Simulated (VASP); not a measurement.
Crystal: Ge.

```
CELL_PARAMETERS angstrom
4.07599 0.00000 0.00000
-2.03799 3.52991 0.00000
0.00000 0.00000 6.72881
ATOMIC_POSITIONS crystal
Ge 0.33333 0.66667 0.93710
Ge 0.66667 0.33333 0.43710
Ge 0.33333 0.66667 0.56290
Ge 0.66667 0.33333 0.06290
```

This isn't the form of Ge at room conditions, which is diamond.

Base run:

```yaml
Program: VASP 6.6.1
Functional: LDA
Potentials_or_basis: VASP PAW LDA potentials, release 64 (Ge_d)
Cutoff: 520 eV
k_mesh: 8 × 8 × 4
Occupations: fermi-dirac, width 0.05 eV
Spin: no spin polarisation
```

Its results: pressure -5.0 GPa; largest force 0.028 eV/Å.

Problem. The run is repeated on the same cell with these changes: functional from LDA to PBEsol; potentials or basis from VASP PAW LDA potentials, release 64 (Ge_d) to VASP PAW PBE potentials, release 64 (Ge_d). What comes out?

Solution. Pressure -3.5 GPa; largest force 0.019 eV/Å.

Caveats: the cell stands under tension; the PAW data sets were made with another functional, which shifts forces and pressure a little (at least some runs).
